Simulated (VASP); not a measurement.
# Ag (I4/mmm) in VASP: further runs

Ag is run at these levels: PBEsol; tasks: single point.

Program: VASP 6.6.1. These are calculated values, not measurements. Logs are shortened: lines on timing, memory, paths and dates and some standing lists are left out, and cuts for length are marked.

**1. The cell of the first run**

It takes space group I4/mmm (No. 139, tetragonal). Conventional cell: a = 2.889 Å, b = 2.889 Å, c = 4.250 Å, α = 90.00°, β = 90.00°, γ = 90.00°. Within 3.8 Å of Ag (site symmetry 4/mmm) lie 12 Ag at 2.89 to 2.95 Å.

**2. Single point, PBEsol (strain +0.000 along x and y, +0.040 along z)**

INCAR reads:

```
SYSTEM = Ag
PREC = Accurate ; ENCUT = 520
EDIFF = 1E-7 ; ISMEAR = 0
SIGMA = 0.15 ; LREAL = .FALSE.
LASPH = .TRUE. ; NELM = 100
ALGO = Normal ; ISIF = 2
LWAVE = .FALSE. ; LCHARG = .FALSE.
GGA = PS ; NBANDS = 12
```

KPOINTS reads:

```
Automatic mesh
0
G
  20 20 20
  0 0 0
```

POSCAR reads:

```
Ag
1.0
    0.0000000000      2.0431000000      2.1248240000
    2.0431000000      0.0000000000      2.1248240000
    2.0431000000      2.0431000000      0.0000000000
Ag
1
Direct
    0.0000000000      0.0000000000      0.0000000000
```

Potentials or basis: VASP PAW PBE potentials, release 64 (Ag).

Command:

```console
cat potpaw_PBE.64/Ag/POTCAR > POTCAR
mpirun -np 1 vasp_std > vasp.out
```

OUTCAR:

```text
SYSTEM = Ag
   PREC = Accurate
   ENCUT = 520
   EDIFF = 1E-7
   ISMEAR = 0
   LREAL = .FALSE.
   LASPH = .TRUE.
   NELM = 100
   ISIF = 2
   GGA = PS

 ion  position               nearest neighbor table
   1  0.000  0.000  0.000-

  LATTYP: Found a body centered tetragonal cell.
 ALAT       =     2.8893797293
 C/A-ratio  =     1.4707821049

  Lattice vectors:

 A1 = (  -2.0431000000,   0.0000000000,   2.1248240000)
 A2 = (   2.0431000000,   0.0000000000,   2.1248240000)
 A3 = (   0.0000000000,   2.0431000000,  -2.1248240000)

Analysis of symmetry for initial positions (statically):
=====================================================================
 Subroutine PRICEL returns:
 Original cell was already a primitive cell.

 Routine SETGRP: Setting up the symmetry group for a
 body centered tetragonal supercell.

 Subroutine GETGRP returns: Found 16 space group operations
 (whereof 16 operations were pure point group operations)
 out of a pool of 16 trial point group operations.

The static configuration has the point symmetry D_4h.

Analysis of symmetry for dynamics (positions and initial velocities):
=====================================================================
 Subroutine PRICEL returns:
 Original cell was already a primitive cell.

 Routine SETGRP: Setting up the symmetry group for a
 body centered tetragonal supercell.

 Subroutine GETGRP returns: Found 16 space group operations
 (whereof 16 operations were pure point group operations)
 out of a pool of 16 trial point group operations.

The dynamic configuration has the point symmetry D_4h.

 Subroutine INISYM returns: Found 16 space group operations
 (whereof 16 operations are pure point group operations),
 and found     1 'primitive' translations

----------------------------------------------------------------------------------------

                                     Primitive cell

  volume of cell :      17.7391

  direct lattice vectors                    reciprocal lattice vectors
     0.000000000  2.043100000  2.124824000    -0.244726151  0.244726151  0.235313607
     2.043100000  0.000000000  2.124824000     0.244726151 -0.244726151  0.235313607
     2.043100000  2.043100000  0.000000000     0.244726151  0.244726151 -0.235313607

  length of vectors
     2.947733814  2.947733814  2.889379729     0.418514363  0.418514363  0.418514363

  position of ions in fractional coordinates (direct lattice)
     0.000000000  0.000000000  0.000000000

[... 83 lines left out ...]
   POTIM  = 0.5000    time-step for ionic-motion
   TEBEG  =    0.0;   TEEND  =   0.0 temperature during run
   PSTRESS=    0.0 pullay stress
   NELECT =      11.0000    total number of electrons
   NUPDOWN=      -1.0000    fix difference up-down
   EMIN   =  10.00;   EMAX   =-10.00  energy-range for DOS
   EFERMI =   0.00;   METHOD = LEGACY
   ISMEAR =     0;   SIGMA  =   0.15  broadening in eV -4-tet -1-fermi 0-gaus
   EFERMI_NEDOS =   21; number of points for ismear=-14 and -15
   IALGO  =     38    algorithm
   IMIX   =      4    mixing-type and parameters
     AMIX     =   0.40;   BMIX     =  1.00
     AMIX_MAG =   1.60;   BMIX_MAG =  1.00
  volume/ion in A,a.u.               =      17.74       119.71
  Fermi-wavevector in a.u.,A,eV,Ry     =   1.396031  2.638116 26.516420  1.948902
  Thomas-Fermi vector in A             =   2.519425
   LORBIT       =      0    0 simple, 1 ext, 2 COOP (PROOUT), +10 PAW based schemes
   GGA     = PS    functional components
   LHFCALC =     F    Hartree Fock is set to
   AEXX    =    0.0000 exact exchange contribution
   IVDW    =     0    specifies the selected vdW correction
   LEPSILON=     F    determine dielectric tensor
   LRPA    =     F    only Hartree local field effects (RPA)
 non-spin polarized calculation
 Gauss-broadening in eV      SIGMA  =   0.15
  energy-cutoff  :      520.00
  volume of cell :       17.74
 maximum number of plane-waves:       501
 NGX is ok and might be reduce to    24
   NGX = 11   NGY = 11   NGZ = 11

 number of electron      10.9999999 magnetization

 Free energy of the ion-electron system (eV)
  ---------------------------------------------------
  ext. energy  EPLUGINS =         0.00000000
  ---------------------------------------------------
  free energy    TOTEN  =        -3.28733987 eV

  energy without entropy =       -3.28503029  energy(sigma->0) =       -3.28618508

 E-fermi :   7.6832     XC(G=0): -12.1770

 val. band max:        7.6765153465   @ k =   0.5000   0.3500   0.1000
 cond. band min:       7.6862181983   @ k =  -0.2500   0.2500   0.1500
 fundamental gap:      0.0097028518
 Fermi energy:         7.6832037042

 k-point     1 :       0.0000    0.0000    0.0000
  band No.  band energies     occupation
      1       0.1521      2.00000
      2       2.9067      2.00000
      3       3.1471      2.00000
      4       3.1471      2.00000
      5       3.9110      2.00000
      6       4.1586      2.00000
      7      23.6100      0.00000
      8      26.6314      0.00000
      9      27.0785      0.00000
     10      27.0785      0.00000
     11      31.6450      0.00000
     12      32.3996      0.00000
[... 331 lines left out ...]
 k-point    24 :      -0.3500    0.0500    0.0000
  band No.  band energies     occupation
      1       1.6764      2.00000
      2       3.0124      2.00000
      3       3.2615      2.00000
      4       4.3549      2.00000
      5       4.4399      2.00000
      6       5.4883      2.00000
      7      14.1900      0.00000
      8      22.7187      0.00000
      9      24.8881      0.00000
     10      26.7559      0.00000
     11      29.9789      0.00000
     12      30.2582      0.00000

 [... further k-points ...]

------------------------ aborting loop because EDIFF is reached ----------------------------------------

  FORCE on cell =-STRESS in cart. coord.  units (eV):
  Direction    XX          YY          ZZ          XY          YZ          ZX
  --------------------------------------------------------------------------------------
  -------------------------------------------------------------------------------------
  Total       -0.6465702     -0.6465702     -0.8165121      0.0000000      0.0000000      0.0000000
  in kB      -58.3974738    -58.3974738    -73.7464272      0.0000000      0.0000000      0.0000000
  external PRESSURE =     -63.5137916 kB  Pullay stress =       0.0000000 kB

 VOLUME and BASIS-vectors are now :
 -----------------------------------------------------------------------------
  energy-cutoff  :      520.00
  volume of cell :       17.74
      direct lattice vectors                 reciprocal lattice vectors
     0.000000000  2.043100000  2.124824000    -0.244726151  0.244726151  0.235313607
     2.043100000  0.000000000  2.124824000     0.244726151 -0.244726151  0.235313607
     2.043100000  2.043100000  0.000000000     0.244726151  0.244726151 -0.235313607

 POSITION                                       TOTAL-FORCE (eV/Angst)
 -----------------------------------------------------------------------------------
      0.00000      0.00000      0.00000         0.000000      0.000000      0.000000
 -----------------------------------------------------------------------------------
    total drift:                               -0.000000      0.000000     -0.000000

  FREE ENERGIE OF THE ION-ELECTRON SYSTEM (eV)
  ---------------------------------------------------
  free  energy   TOTEN  =        -3.2873398737 eV

  energy  without entropy=       -3.2850302918  energy(sigma->0) =       -3.28618508
```

stdout:

```text
POSCAR found type information on POSCAR Ag
 POSCAR found :  1 types and       1 ions
 scaLAPACK will be used
 -----------------------------------------------------------------------------
|                                                                             |
|                                                                             |
|     You enforced a specific xc type in the INCAR file but a different       |
|     I HOPE YOU KNOW WHAT YOU ARE DOING!                                     |
|                                                                             |
 -----------------------------------------------------------------------------

 LDA part: xc-table for (Slater+PW92), standard interpolation
 POSCAR, INCAR and KPOINTS ok, starting setup
 FFT: planning ... GRIDC
 FFT: planning ... GRID_SOFT
 FFT: planning ... GRID
 WAVECAR not read
 entering main loop
```

Wall time 32 s (1 thread of Intel Xeon 6975P-C (Granite Rapids), shared host); peak memory 0.25 GiB.

What came out:

```
Free energy            : -3.2873 eV
Pressure               : -6.4 GPa
Band gap on the k mesh : zero (an odd number of electrons rules out a gap without spin polarisation)
```

Caveat: the cell differs from its parent crystal (strain +0.000 along x and y, +0.040 along z); the cell stands under tension; the PAW data sets were made with another functional, which shifts forces and pressure a little.

[end of part 1 of 2]
